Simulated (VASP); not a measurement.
# Cu (I4/mmm) in VASP: further runs

The runs below take Cu through single point, with PBEsol.

Program: VASP 6.6.1. These are calculated values, not measurements. Logs are shortened: lines on timing, memory, paths and dates and some standing lists are left out, and cuts for length are marked.

**1. The cell of the first run**

The structure is tetragonal, space group I4/mmm (No. 139). Conventional cell: a = 2.747 Å, b = 2.747 Å, c = 2.736 Å, α = 90.00°, β = 90.00°, γ = 90.00°. Cu (site symmetry 4/mmm) has 14 Cu at 2.38 to 2.75 Å within 3.1 Å.

This isn't the form of Cu at room conditions, which is fcc.

**2. Single point, PBEsol**

The input, INCAR:

```
ALGO = Normal
EDIFF = 1E-7
ENCUT = 520
GGA = PS
ISIF = 2
ISMEAR = -1
LASPH = True
LCHARG = False
LREAL = False
LWAVE = False
NBANDS = 12
NELM = 60
PREC = Accurate
SIGMA = 0.1
```

The input, KPOINTS:

```
k-points
0
Gamma
  13 13 13
```

The input, POSCAR:

```
Cu
1.0
   -1.3735527932      1.3735527932      1.3678913842
    1.3735527932     -1.3735527932      1.3678913842
    1.3735527932      1.3735527932     -1.3678913842
Cu
1
Direct
    0.0000000000      0.0000000000      0.0000000000
```

Potentials or basis: VASP PAW PBE potentials, release 64 (Cu).

Started as:

```bash
$ cat potpaw_PBE.64/Cu/POTCAR > POTCAR
$ mpirun -np 1 vasp_std > vasp.out
```

OUTCAR:

```text
EDIFF = 1E-7
   ENCUT = 520
   GGA = PS
   ISIF = 2
   ISMEAR = -1
   LASPH = True
   LREAL = False
   NELM = 60
   PREC = Accurate

 ion  position               nearest neighbor table
   1  0.000  0.000  0.000-

  LATTYP: Found a body centered tetragonal cell.
 ALAT       =     2.7471055864
 C/A-ratio  =     0.9958782735

  Lattice vectors:

 A1 = (  -1.3735527932,   1.3735527932,   1.3678913842)
 A2 = (   1.3735527932,  -1.3735527932,   1.3678913842)
 A3 = (   1.3735527932,   1.3735527932,  -1.3678913842)

Analysis of symmetry for initial positions (statically):
=====================================================================
 Subroutine PRICEL returns:
 Original cell was already a primitive cell.

 Routine SETGRP: Setting up the symmetry group for a
 body centered tetragonal supercell.

 Subroutine GETGRP returns: Found 16 space group operations
 (whereof 16 operations were pure point group operations)
 out of a pool of 16 trial point group operations.

The static configuration has the point symmetry D_4h.

Analysis of symmetry for dynamics (positions and initial velocities):
=====================================================================
 Subroutine PRICEL returns:
 Original cell was already a primitive cell.

 Routine SETGRP: Setting up the symmetry group for a
 body centered tetragonal supercell.

 Subroutine GETGRP returns: Found 16 space group operations
 (whereof 16 operations were pure point group operations)
 out of a pool of 16 trial point group operations.

The dynamic configuration has the point symmetry D_4h.

 Subroutine INISYM returns: Found 16 space group operations
 (whereof 16 operations are pure point group operations),
 and found     1 'primitive' translations

----------------------------------------------------------------------------------------

                                     Primitive cell

  volume of cell :      10.3229

  direct lattice vectors                    reciprocal lattice vectors
    -1.373552793  1.373552793  1.367891384     0.000000000  0.364019499  0.365526098
     1.373552793 -1.373552793  1.367891384     0.364019499  0.000000000  0.365526098
     1.373552793  1.373552793 -1.367891384     0.364019499  0.364019499  0.000000000

  length of vectors
     2.375799106  2.375799106  2.375799106     0.515867739  0.515867739  0.514801313

  position of ions in fractional coordinates (direct lattice)
     0.000000000  0.000000000  0.000000000

  ion indices of the primitive-cell ions
   primitive index   ion index
                 1           1

----------------------------------------------------------------------------------------

 KPOINTS: k-points

Automatic generation of k-mesh.
 Grid dimensions read from file:
 generate k-points for:   13   13   13

 Generating k-lattice:

  Cartesian coordinates                     Fractional coordinates (reciprocal lattice)
     0.000000000  0.028001500  0.028117392     0.076923077  0.000000000  0.000000000
     0.028001500  0.000000000  0.028117392     0.000000000  0.076923077  0.000000000
     0.028001500  0.028001500  0.000000000     0.000000000  0.000000000  0.076923077

  Length of vectors
     0.039682134  0.039682134  0.039600101

  Shift w.r.t. Gamma in fractional coordinates (k-lattice)
     0.000000000  0.000000000  0.000000000

 Subroutine IBZKPT returns following result:
 ===========================================

 Found    196 irreducible k-points:

 Following reciprocal coordinates:
            Coordinates               Weight
  0.000000  0.000000  0.000000      1.000000
  0.076923  0.000000  0.000000      8.000000
  0.153846  0.000000  0.000000      8.000000
  0.230769  0.000000  0.000000      8.000000
  0.307692  0.000000  0.000000      8.000000
  0.384615 -0.000000  0.000000      8.000000
[... 16 lines left out ...]
  0.384615  0.153846  0.000000     16.000000
  0.461538  0.153846  0.000000     16.000000
 [... further k-points ...]
   k-points           NKPTS =    196   k-points in BZ     NKDIM =    196   number of bands    NBANDS=     12
   number of dos      NEDOS =    301   number of ions     NIONS =      1
   total plane-waves  NPLWV =   5832
   dimension x,y,z NGX =    18 NGY =   18 NGZ =   18
   dimension x,y,z NGXF=    36 NGYF=   36 NGZF=   36
   ions per type =               1
   NGX,Y,Z   is equivalent  to a cutoff of  12.60, 12.60, 12.60 a.u.
   NGXF,Y,Z  is equivalent  to a cutoff of  25.19, 25.19, 25.19 a.u.
 SYSTEM =  unknown system
   PREC   = accura    normal or accurate (medium, high low for compatibility)
   ISTART =      0    job   : 0-new  1-cont  2-samecut
   ICHARG =      2    charge: 1-file 2-atom 10-const
   ISPIN  =      1    spin polarized calculation?
   LNONCOLLINEAR =      F non collinear calculations
   LSORBIT =      F    spin-orbit coupling
   LASPH  =      T    aspherical Exc in radial PAW
   ENCUT  =  520.0 eV  38.22 Ry    6.18 a.u.   4.42  4.42  4.42*2*pi/ulx,y,z
   NELM   =     60;   NELMIN=  2; NELMDL= -5     # of ELM steps
   EDIFF  = 0.1E-06   stopping-criterion for ELM
   LREAL  =      F    real-space projection
   EDIFFG = 0.1E-05   stopping-criterion for IOM
   NSW    =      0    number of steps for IOM
   IBRION =     -1    ionic relax: 0-MD 1-quasi-New 2-CG
   NFREE  =      0    steps in history (QN), initial steepest desc. (CG)
   ISIF   =      2    stress and relaxation
   ISYM   =      2    0-nonsym 1-usesym 2-fastsym
   POTIM  = 0.5000    time-step for ionic-motion
   TEBEG  =    0.0;   TEEND  =   0.0 temperature during run
   PSTRESS=    0.0 pullay stress
   NELECT =      11.0000    total number of electrons
   NUPDOWN=      -1.0000    fix difference up-down
   EMIN   =  10.00;   EMAX   =-10.00  energy-range for DOS
   EFERMI =   0.00;   METHOD = LEGACY
   ISMEAR =    -1;   SIGMA  =   0.10  broadening in eV -4-tet -1-fermi 0-gaus
   EFERMI_NEDOS =   21; number of points for ismear=-14 and -15
   IALGO  =     38    algorithm
   IMIX   =      4    mixing-type and parameters
     AMIX     =   0.40;   BMIX     =  1.00
     AMIX_MAG =   1.60;   BMIX_MAG =  1.00
  volume/ion in A,a.u.               =      10.32        69.66
  Fermi-wavevector in a.u.,A,eV,Ry     =   1.672136  3.159879 38.042421  2.796039
  Thomas-Fermi vector in A             =   2.757336
   LORBIT       =      0    0 simple, 1 ext, 2 COOP (PROOUT), +10 PAW based schemes
   GGA     = PS    functional components
   LHFCALC =     F    Hartree Fock is set to
   AEXX    =    0.0000 exact exchange contribution
   IVDW    =     0    specifies the selected vdW correction
   LEPSILON=     F    determine dielectric tensor
   LRPA    =     F    only Hartree local field effects (RPA)
 non-spin polarized calculation
  energy-cutoff  :      520.00
  volume of cell :       10.32
 maximum number of plane-waves:       297
 NGX is ok and might be reduce to    18
   NGX =  9   NGY =  9   NGZ =  9

 number of electron      11.0000002 magnetization

 Free energy of the ion-electron system (eV)
  ---------------------------------------------------
  ext. energy  EPLUGINS =         0.00000000
  ---------------------------------------------------
  free energy    TOTEN  =        -4.21527527 eV

  energy without entropy =       -4.20668954  energy(sigma->0) =       -4.21098240

 E-fermi :   9.1379     XC(G=0): -13.7149

 val. band max:        9.1139686115   @ k =   0.4615   0.0769   0.0000
 cond. band min:       9.2512513578   @ k =  -0.3077   0.4615   0.0769
 fundamental gap:      0.1372827463
 Fermi energy:         9.1378836942

 k-point     1 :       0.0000    0.0000    0.0000
  band No.  band energies     occupation
      1      -1.2746      2.00000
      2       5.6116      2.00000
      3       5.6313      2.00000
      4       5.6313      2.00000
      5       6.8575      2.00000
      6       6.8780      2.00000
      7      35.5005      0.00000
      8      35.5005      0.00000
      9      35.6010      0.00000
     10      40.2278      0.00000
     11      40.3122      0.00000
     12      40.8852      0.00000

 k-point     2 :       0.0769    0.0000    0.0000
  band No.  band energies     occupation
      1      -1.0232      2.00000
      2       5.5677      2.00000
      3       5.6267      2.00000
      4       5.7285      2.00000
      5       6.8203      2.00000
      6       6.8686      2.00000
      7      33.3847      0.00000
      8      34.9520      0.00000
      9      35.0588      0.00000
     10      38.1348      0.00000
     11      38.5793      0.00000
     12      38.8223      0.00000

 k-point     3 :       0.1538    0.0000    0.0000
  band No.  band energies     occupation
      1      -0.2895      2.00000
      2       5.4223      2.00000
      3       5.5933      2.00000
      4       6.0317      2.00000
      5       6.7212      2.00000
      6       6.8824      2.00000
      7      29.3061      0.00000
      8      33.1807      0.00000
      9      34.2032      0.00000
     10      35.3324      0.00000
     11      37.2212      0.00000
     12      39.0390      0.00000
[... 286 lines left out ...]
 k-point    23 :       0.3846    0.1538    0.0000
  band No.  band energies     occupation
      1       3.7143      2.00000
      2       4.7987      2.00000
      3       5.9616      2.00000
      4       6.7972      2.00000
      5       7.2176      2.00000
      6      10.0933      0.00014
      7      15.0277      0.00000
      8      22.6301      0.00000
      9      27.8739      0.00000
     10      34.8313      0.00000
     11      40.9642      0.00000
     12      42.1440      0.00000

 k-point    24 :       0.4615    0.1538    0.0000
  band No.  band energies     occupation
      1       3.7140      2.00000
      2       4.7994      2.00000
      3       5.9610      2.00000
      4       6.7984      2.00000
      5       7.2122      2.00000
      6      10.0848      0.00015
      7      15.0440      0.00000
      8      22.6199      0.00000
      9      27.8860      0.00000
     10      34.8298      0.00000
     11      41.0084      0.00000
     12      42.1995      0.00000

 [... further k-points ...]

------------------------ aborting loop because EDIFF is reached ----------------------------------------

  FORCE on cell =-STRESS in cart. coord.  units (eV):
  Direction    XX          YY          ZZ          XY          YZ          ZX
  --------------------------------------------------------------------------------------
  -------------------------------------------------------------------------------------
  Total        1.3391750      1.3391750      1.3395839      0.0000000     -0.0000000      0.0000000
  in kB      207.8478761    207.8478761    207.9113490      0.0000000     -0.0000000      0.0000000
  external PRESSURE =     207.8690337 kB  Pullay stress =       0.0000000 kB

 VOLUME and BASIS-vectors are now :
 -----------------------------------------------------------------------------
  energy-cutoff  :      520.00
  volume of cell :       10.32
      direct lattice vectors                 reciprocal lattice vectors
    -1.373552793  1.373552793  1.367891384     0.000000000  0.364019499  0.365526098
     1.373552793 -1.373552793  1.367891384     0.364019499  0.000000000  0.365526098
     1.373552793  1.373552793 -1.367891384     0.364019499  0.364019499  0.000000000

 POSITION                                       TOTAL-FORCE (eV/Angst)
 -----------------------------------------------------------------------------------
      0.00000      0.00000      0.00000        -0.000000     -0.000000      0.000000
 -----------------------------------------------------------------------------------
    total drift:                                0.000000     -0.000000      0.000000

  FREE ENERGIE OF THE ION-ELECTRON SYSTEM (eV)
  ---------------------------------------------------
  free  energy   TOTEN  =        -4.2152752655 eV

  energy  without entropy=       -4.2066895368  energy(sigma->0) =       -4.21098240
```

Wall time 19 s (1 thread of Intel Xeon 8259CL, shared host); peak memory 0.13 GiB.

Results:

- Free energy: -4.2153 eV
- Pressure: 20.8 GPa
- Band gap on the k mesh: zero (an odd number of electrons rules out a gap without spin polarisation)

Caveat: the cell stands under pressure; the PAW data sets were made with another functional, which shifts forces and pressure a little.

**3. Single point, PBEsol**

This run uses another cell than the first one, of 10.77 Å³/atom.

The input, INCAR:

```
PREC = Accurate ; ENCUT = 520
EDIFF = 1E-7 ; ISMEAR = -1
SIGMA = 0.1 ; LREAL = False
LASPH = True ; NELM = 60
ALGO = Normal ; ISIF = 2
LWAVE = False ; LCHARG = False
GGA = PS ; NBANDS = 12
```

The input, KPOINTS:

```
regular mesh
0
Gamma
  13 13 13
```

The input, POSCAR:

```
Cu
1.0
   -1.3984769565      1.3984769565      1.3766044488
    1.3984769565     -1.3984769565      1.3766044488
    1.3984769565      1.3984769565     -1.3766044488
Cu
1
Direct
    0.0000000000      0.0000000000      0.0000000000
```

Potentials or basis: VASP PAW PBE potentials, release 64 (Cu).

Started as:

```bash
$ cat potpaw_PBE.64/Cu/POTCAR > POTCAR
$ mpirun -np 1 vasp_std > vasp.out
```

OUTCAR:

```text
PREC = Accurate
   ENCUT = 520
   EDIFF = 1E-7
   ISMEAR = -1
   LREAL = False
   LASPH = True
   NELM = 60
   ISIF = 2
   GGA = PS

 ion  position               nearest neighbor table
   1  0.000  0.000  0.000-

  LATTYP: Found a body centered tetragonal cell.
 ALAT       =     2.7969539130
 C/A-ratio  =     0.9843597654

  Lattice vectors:

 A1 = (  -1.3984769565,   1.3984769565,   1.3766044488)
[... 537 lines left out ...]
      9      26.7496      0.00000
     10      33.5197      0.00000
     11      39.5177      0.00000
     12      41.0932      0.00000

 [... further k-points ...]

------------------------ aborting loop because EDIFF is reached ----------------------------------------

  FORCE on cell =-STRESS in cart. coord.  units (eV):
  Direction    XX          YY          ZZ          XY          YZ          ZX
  --------------------------------------------------------------------------------------
  -------------------------------------------------------------------------------------
  Total        0.7229641      0.7229641      0.7219285      0.0000000     -0.0000000      0.0000000
  in kB      107.5591884    107.5591884    107.4051183      0.0000000     -0.0000000      0.0000000
  external PRESSURE =     107.5078317 kB  Pullay stress =       0.0000000 kB

 VOLUME and BASIS-vectors are now :
 -----------------------------------------------------------------------------
  energy-cutoff  :      520.00
  volume of cell :       10.77
      direct lattice vectors                 reciprocal lattice vectors
    -1.398476956  1.398476956  1.376604449     0.000000000  0.357531812  0.363212541
     1.398476956 -1.398476956  1.376604449     0.357531812  0.000000000  0.363212541
     1.398476956  1.398476956 -1.376604449     0.357531812  0.357531812  0.000000000

 POSITION                                       TOTAL-FORCE (eV/Angst)
 -----------------------------------------------------------------------------------
      0.00000      0.00000      0.00000        -0.000000     -0.000000      0.000000
 -----------------------------------------------------------------------------------
    total drift:                                0.000000      0.000000      0.000000

  FREE ENERGIE OF THE ION-ELECTRON SYSTEM (eV)
  ---------------------------------------------------
  free  energy   TOTEN  =        -4.2589899796 eV

  energy  without entropy=       -4.2499464097  energy(sigma->0) =       -4.25446819
```

OSZICAR:

```text
N       E                     dE             d eps       ncg     rms          rms(c)
DAV:   1     0.419589393282E+02    0.41959E+02   -0.54647E+03  5296   0.158E+03
DAV:   2    -0.408007521197E+01   -0.46039E+02   -0.42661E+02  4848   0.209E+02
DAV:   3    -0.534960759929E+01   -0.12695E+01   -0.12648E+01  5456   0.394E+01
DAV:   4    -0.535706982528E+01   -0.74622E-02   -0.74613E-02  5256   0.269E+00
DAV:   5    -0.535713361262E+01   -0.63787E-04   -0.63786E-04  5436   0.254E-01    0.832E+00
DAV:   6    -0.461627716516E+01    0.74086E+00   -0.14969E+01  5448   0.759E+01    0.364E+00
DAV:   7    -0.427679902308E+01    0.33948E+00   -0.21480E+00  5528   0.284E+01    0.699E-01
DAV:   8    -0.425982500116E+01    0.16974E-01   -0.81398E-03  6256   0.889E-01    0.207E-01
DAV:   9    -0.425897905545E+01    0.84595E-03   -0.39740E-03  6108   0.107E+00    0.198E-02
DAV:  10    -0.425898954654E+01   -0.10491E-04   -0.28777E-05  6212   0.813E-02    0.554E-03
DAV:  11    -0.425898990833E+01   -0.36178E-06   -0.50967E-07  5740   0.139E-02    0.345E-04
DAV:  12    -0.425898997959E+01   -0.71263E-07   -0.17197E-08  2996   0.142E-03
   1 F= -.42589900E+01 E0= -.42544682E+01  d E =-.904357E-02
```

stdout:

```text
POSCAR found type information on POSCAR Cu
 POSCAR found :  1 types and       1 ions
 scaLAPACK will be used
 -----------------------------------------------------------------------------
|                                                                             |
|                                                                             |
|     You enforced a specific xc type in the INCAR file but a different       |
|     I HOPE YOU KNOW WHAT YOU ARE DOING!                                     |
|                                                                             |
 -----------------------------------------------------------------------------

 LDA part: xc-table for (Slater+PW92), standard interpolation
 POSCAR, INCAR and KPOINTS ok, starting setup
 FFT: planning ... GRIDC
 FFT: planning ... GRID_SOFT
 FFT: planning ... GRID
 WAVECAR not read
 entering main loop
```

Run time: 21 s. Hardware: 1 thread of Intel Xeon 8259CL, shared host; peak memory 0.14 GiB.

What came out:

| Property | Result |
| --- | --- |
| Free energy | -4.2590 eV |
| Pressure | 10.8 GPa |
| Band gap on the k mesh | zero (an odd number of electrons rules out a gap without spin polarisation) |

Levels at points of the mesh, in eV from the Fermi level:
| k point | band 2 | band 3 | band 4 | band 5 | band 6 | band 7 | band 8 | band 9 | band 10 | band 11 |
| --- | --- | --- | --- | --- | --- | --- | --- | --- | --- | --- |
| (0.00, 0.00, 0.00) | -3.41 | -3.33 | -3.33 | -2.23 | -2.15 | 25.85 | 25.85 | 26.24 | 30.28 | 30.56 |

Caveat: the cell stands under pressure; the PAW data sets were made with another functional, which shifts forces and pressure a little.
